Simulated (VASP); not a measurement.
# MoS2 in VASP: notebook

Runs on MoS2. Level: LDA. Tasks: single point.

All numbers are computed with VASP 6.6.1; they aren't measurements. Logs are shortened: lines on timing, memory, paths and dates and some standing lists are left out, and cuts for length are marked.

## (1) The cell of the first run

The cell holds a slab with vacuum, 3 atoms: a = 3.205 Å, b = 3.205 Å, c = 17.449 Å, α = 90.00°, β = 90.00°, γ = 120.00°.

## (2) Single point, LDA

Input file INCAR:

```
ALGO = Normal
EDIFF = 1E-7
ENCUT = 520
ISIF = 2
ISMEAR = -1
LASPH = True
LCHARG = True
LELF = True
LREAL = False
LVHAR = True
LWAVE = False
NBANDS = 20
NELM = 60
PREC = Accurate
SIGMA = 0.05
```

Input file KPOINTS:

```
k-points
0
Gamma
  10 10 2
```

Input file POSCAR:

```
MoS2
1.0
    3.2052136244      0.0000000000      0.0000000000
   -1.6026068122      2.7757964233      0.0000000000
    0.0000000000      0.0000000000     17.4494019708
Mo S
1 2
Direct
    0.0000000000      0.0000000000      0.0000000000
    0.3333333333      0.6666666667      0.9105070200
    0.3333333333      0.6666666667      0.0894929800
```

Potentials or basis: VASP PAW LDA potentials, release 64 (Mo_sv, S).

Command:

```console
$ cat potpaw_LDA.64/Mo_sv/POTCAR potpaw_LDA.64/S/POTCAR > POTCAR
$ mpirun -np 1 vasp_std > vasp.out
```

OUTCAR:

```text
EDIFF = 1E-7
   ENCUT = 520
   ISIF = 2
   ISMEAR = -1
   LASPH = True
   LREAL = False
   NELM = 60
   PREC = Accurate

 ion  position               nearest neighbor table
   1  0.000  0.000  0.000-   2 2.42   3 2.42   2 2.42   3 2.42   2 2.42   3 2.42
   2  0.333  0.667  0.911-   1 2.42   1 2.42   1 2.42
   3  0.333  0.667  0.089-   1 2.42   1 2.42   1 2.42

  LATTYP: Found a hexagonal cell.
 ALAT       =     3.2052136244
 C/A-ratio  =     5.4440683260

  Lattice vectors:

 A1 = (   3.2052136244,   0.0000000000,   0.0000000000)
 A2 = (  -1.6026068122,   2.7757964233,   0.0000000000)
 A3 = (   0.0000000000,   0.0000000000,  17.4494019708)

Analysis of symmetry for initial positions (statically):
=====================================================================
 Subroutine PRICEL returns:
 Original cell was already a primitive cell.

 Routine SETGRP: Setting up the symmetry group for a
 hexagonal supercell.

 Subroutine GETGRP returns: Found 12 space group operations
 (whereof 12 operations were pure point group operations)
 out of a pool of 24 trial point group operations.

The static configuration has the point symmetry D_3h.

Analysis of symmetry for dynamics (positions and initial velocities):
=====================================================================
 Subroutine PRICEL returns:
 Original cell was already a primitive cell.

 Routine SETGRP: Setting up the symmetry group for a
 hexagonal supercell.

 Subroutine GETGRP returns: Found 12 space group operations
 (whereof 12 operations were pure point group operations)
 out of a pool of 24 trial point group operations.

The dynamic configuration has the point symmetry D_3h.

 Subroutine INISYM returns: Found 12 space group operations
 (whereof 12 operations are pure point group operations),
 and found     1 'primitive' translations

----------------------------------------------------------------------------------------

                                     Primitive cell

  volume of cell :     155.2477

  direct lattice vectors                    reciprocal lattice vectors
     3.205213624  0.000000000  0.000000000     0.311991685  0.180128483  0.000000000
    -1.602606812  2.775796423  0.000000000     0.000000000  0.360256967  0.000000000
[... 81 lines left out ...]
   ISPIN  =      1    spin polarized calculation?
   LNONCOLLINEAR =      F non collinear calculations
   LSORBIT =      F    spin-orbit coupling
   LASPH  =      T    aspherical Exc in radial PAW
   ENCUT  =  520.0 eV  38.22 Ry    6.18 a.u.   5.96  5.96 32.44*2*pi/ulx,y,z
   NELM   =     60;   NELMIN=  2; NELMDL= -5     # of ELM steps
   EDIFF  = 0.1E-06   stopping-criterion for ELM
   LREAL  =      F    real-space projection
   EDIFFG = 0.1E-05   stopping-criterion for IOM
   NSW    =      0    number of steps for IOM
   IBRION =     -1    ionic relax: 0-MD 1-quasi-New 2-CG
   NFREE  =      0    steps in history (QN), initial steepest desc. (CG)
   ISIF   =      2    stress and relaxation
   ISYM   =      2    0-nonsym 1-usesym 2-fastsym
   POTIM  = 0.5000    time-step for ionic-motion
   TEBEG  =    0.0;   TEEND  =   0.0 temperature during run
   PSTRESS=    0.0 pullay stress
   NELECT =      26.0000    total number of electrons
   NUPDOWN=      -1.0000    fix difference up-down
   EMIN   =  10.00;   EMAX   =-10.00  energy-range for DOS
   EFERMI =   0.00;   METHOD = LEGACY
   ISMEAR =    -1;   SIGMA  =   0.05  broadening in eV -4-tet -1-fermi 0-gaus
   EFERMI_NEDOS =   21; number of points for ismear=-14 and -15
   IALGO  =     38    algorithm
   IMIX   =      4    mixing-type and parameters
     AMIX     =   0.40;   BMIX     =  1.00
     AMIX_MAG =   1.60;   BMIX_MAG =  1.00
  volume/ion in A,a.u.               =      51.75       349.22
  Fermi-wavevector in a.u.,A,eV,Ry     =   0.902383  1.705257 11.079157  0.814295
  Thomas-Fermi vector in A             =   2.025580
   LORBIT       =      0    0 simple, 1 ext, 2 COOP (PROOUT), +10 PAW based schemes
   GGA     = CA    functional components
   LHFCALC =     F    Hartree Fock is set to
   AEXX    =    0.0000 exact exchange contribution
   IVDW    =     0    specifies the selected vdW correction
   LEPSILON=     F    determine dielectric tensor
   LRPA    =     F    only Hartree local field effects (RPA)
 non-spin polarized calculation
  energy-cutoff  :      520.00
  volume of cell :      155.25
 maximum number of plane-waves:      4238
 NGX is ok and might be reduce to    24
   NGX = 11   NGY = 11   NGZ = 65

 number of electron      26.0000002 magnetization

 Free energy of the ion-electron system (eV)
  ---------------------------------------------------
  ext. energy  EPLUGINS =         0.00000000
  ---------------------------------------------------
  free energy    TOTEN  =       -24.27660828 eV

  energy without entropy =      -24.27660828  energy(sigma->0) =      -24.27660828

 E-fermi :  -0.8757     XC(G=0):  -4.4480

 val. band max:       -1.6940229268   @ k =   0.0000   0.0000   0.0000
 cond. band min:      -0.0067245838   @ k =   0.3000   0.3000   0.5000
 fundamental gap:      1.6872983431
 Fermi energy:        -0.8756925785

 k-point     1 :       0.0000    0.0000    0.0000
  band No.  band energies     occupation
      1     -62.2603      2.00000
      2     -36.5859      2.00000
      3     -36.3891      2.00000
      4     -36.3891      2.00000
      5     -15.6530      2.00000
      6     -14.3475      2.00000
[... 541 lines left out ...]
     19       6.6321      0.00000
     20       6.6999      0.00000

 [... further k-points ...]

------------------------ aborting loop because EDIFF is reached ----------------------------------------

  FORCE on cell =-STRESS in cart. coord.  units (eV):
  Direction    XX          YY          ZZ          XY          YZ          ZX
  --------------------------------------------------------------------------------------
  -------------------------------------------------------------------------------------
  Total       -3.1392867     -3.1392867     -2.1718793      0.0000000      0.0000000      0.0000000
  in kB      -32.3978678    -32.3978678    -22.4140906      0.0000000      0.0000000      0.0000000
  external PRESSURE =     -29.0699421 kB  Pullay stress =       0.0000000 kB

 VOLUME and BASIS-vectors are now :
 -----------------------------------------------------------------------------
  energy-cutoff  :      520.00
  volume of cell :      155.25
      direct lattice vectors                 reciprocal lattice vectors
     3.205213624  0.000000000  0.000000000     0.311991685  0.180128483  0.000000000
    -1.602606812  2.775796423  0.000000000     0.000000000  0.360256967  0.000000000
     0.000000000  0.000000000 17.449401971     0.000000000  0.000000000  0.057308554

 POSITION                                       TOTAL-FORCE (eV/Angst)
 -----------------------------------------------------------------------------------
      0.00000      0.00000      0.00000        -0.000000      0.000000      0.000000
     -0.00000      1.85053     15.88780         0.000000     -0.000000      0.687253
     -0.00000      1.85053      1.56160         0.000000     -0.000000     -0.687253
 -----------------------------------------------------------------------------------
    total drift:                                0.000000     -0.000000     -0.000000

  FREE ENERGIE OF THE ION-ELECTRON SYSTEM (eV)
  ---------------------------------------------------
  free  energy   TOTEN  =       -24.2766082831 eV

  energy  without entropy=      -24.2766082766  energy(sigma->0) =      -24.27660828
```

Run time: 40 s. Hardware: 1 thread of Intel Xeon 6975P-C (Granite Rapids), shared host; peak memory 0.25 GiB.

Results:

```yaml
Free_energy: -24.2766 eV
Largest_force: 0.687 eV/Å
Band_gap_on_the_k_mesh: 1.69 eV, indirect (least direct gap 1.88 eV)
```

Forces on the atoms (eV/Å):
```
Mo   0.000  0.000  0.000
S    0.000  0.000  0.687
S    0.000  0.000 -0.687
```

## (3) Single point, LDA

This run uses another cell than the first one, of 52.76 Å³/atom, 1.020 times its volume.

Input file INCAR:

```
ALGO = Normal ; EDIFF = 1E-6
ENCUT = 520 ; GGA = CA
ISIF = 2 ; ISMEAR = -1
LASPH = T ; LCHARG = T
LELF = T ; LREAL = F
LVHAR = T ; LWAVE = F
NBANDS = 20 ; NELM = 100
PREC = Accurate ; SIGMA = 0.05
```

KPOINTS is that of step 2.

Input file POSCAR:

```
MoS2
1.0
    3.2260272831      0.0000000000      0.0000000000
   -1.6130136416      2.7938215805      0.0000000000
    0.0000000000      0.0000000000     17.5627129508
Mo S
1 2
Direct
    0.0000000000      0.0000000000      0.0000000000
    0.3333333333      0.6666666667      0.9105070200
    0.3333333333      0.6666666667      0.0894929800
```

Potentials or basis: VASP PAW LDA potentials, release 64 (Mo_sv, S).

Command:

```console
$ cat potpaw_LDA.64/Mo_sv/POTCAR potpaw_LDA.64/S/POTCAR > POTCAR
$ mpirun -np 1 vasp_std > vasp.out
```

OUTCAR:

```text
EDIFF = 1E-6
   ENCUT = 520
   GGA = CA
   ISIF = 2
   ISMEAR = -1
   LASPH = T
   LREAL = F
   NELM = 100
   PREC = Accurate

 ion  position               nearest neighbor table
   1  0.000  0.000  0.000-   2 2.44   3 2.44   2 2.44   3 2.44   2 2.44   3 2.44
   2  0.333  0.667  0.911-   1 2.44   1 2.44   1 2.44
   3  0.333  0.667  0.089-   1 2.44   1 2.44   1 2.44

  LATTYP: Found a hexagonal cell.
 ALAT       =     3.2260272831
 C/A-ratio  =     5.4440683260

  Lattice vectors:

 A1 = (   3.2260272831,   0.0000000000,   0.0000000000)
 A2 = (  -1.6130136416,   2.7938215805,   0.0000000000)
 A3 = (   0.0000000000,   0.0000000000,  17.5627129508)

Analysis of symmetry for initial positions (statically):
=====================================================================
 Subroutine PRICEL returns:
 Original cell was already a primitive cell.

 Routine SETGRP: Setting up the symmetry group for a
 hexagonal supercell.

 Subroutine GETGRP returns: Found 12 space group operations
[... 158 lines left out ...]

 Free energy of the ion-electron system (eV)
  ---------------------------------------------------
  ext. energy  EPLUGINS =         0.00000000
  ---------------------------------------------------
  free energy    TOTEN  =       -24.21396805 eV

  energy without entropy =      -24.21396804  energy(sigma->0) =      -24.21396805

 E-fermi :  -0.9787     XC(G=0):  -4.4033

 val. band max:       -1.7713993323   @ k =   0.0000   0.0000   0.5000
 cond. band min:      -0.1347215855   @ k =   0.3000   0.3000   0.0000
 fundamental gap:      1.6366777468
 Fermi energy:        -0.9787154298

 k-point     1 :       0.0000    0.0000    0.0000
  band No.  band energies     occupation
      1     -62.3736      2.00000
      2     -36.6818      2.00000
      3     -36.5037      2.00000
      4     -36.5037      2.00000
      5     -15.6342      2.00000
      6     -14.3772      2.00000
[... 541 lines left out ...]
     19       6.5171      0.00000
     20       6.5346      0.00000

 [... further k-points ...]
[... 5 lines left out ...]
  --------------------------------------------------------------------------------------
  -------------------------------------------------------------------------------------
  Total       -3.9735484     -3.9735484     -3.0857239      0.0000000      0.0000000     -0.0000000
  in kB      -40.2189553    -40.2189553    -31.2326863      0.0000000      0.0000000     -0.0000000
  external PRESSURE =     -37.2235323 kB  Pullay stress =       0.0000000 kB

 VOLUME and BASIS-vectors are now :
 -----------------------------------------------------------------------------
  energy-cutoff  :      520.00
  volume of cell :      158.29
      direct lattice vectors                 reciprocal lattice vectors
     3.226027283  0.000000000  0.000000000     0.309978780  0.178966332  0.000000000
    -1.613013642  2.793821580  0.000000000     0.000000000  0.357932664  0.000000000
     0.000000000  0.000000000 17.562712951     0.000000000  0.000000000  0.056938811

 POSITION                                       TOTAL-FORCE (eV/Angst)
 -----------------------------------------------------------------------------------
      0.00000      0.00000      0.00000         0.000000      0.000000      0.000000
     -0.00000      1.86255     15.99097        -0.000000     -0.000000      0.973382
     -0.00000      1.86255      1.57174        -0.000000      0.000000     -0.973382
 -----------------------------------------------------------------------------------
    total drift:                                0.000000     -0.000000     -0.000000

  FREE ENERGIE OF THE ION-ELECTRON SYSTEM (eV)
  ---------------------------------------------------
  free  energy   TOTEN  =       -24.2139680509 eV

  energy  without entropy=      -24.2139680404  energy(sigma->0) =      -24.21396805
```

It took 40 s on 1 thread of Intel Xeon 6975P-C (Granite Rapids), shared host; peak memory 0.25 GiB.

Results:

- Free energy: -24.2140 eV
- Largest force: 0.973 eV/Å
- Band gap on the k mesh: 1.64 eV, indirect (least direct gap 1.82 eV)

Forces in eV/Å, atoms in the order of the input:
```
Mo   0.000  0.000  0.000
S    0.000  0.000  0.973
S    0.000  0.000 -0.973
```
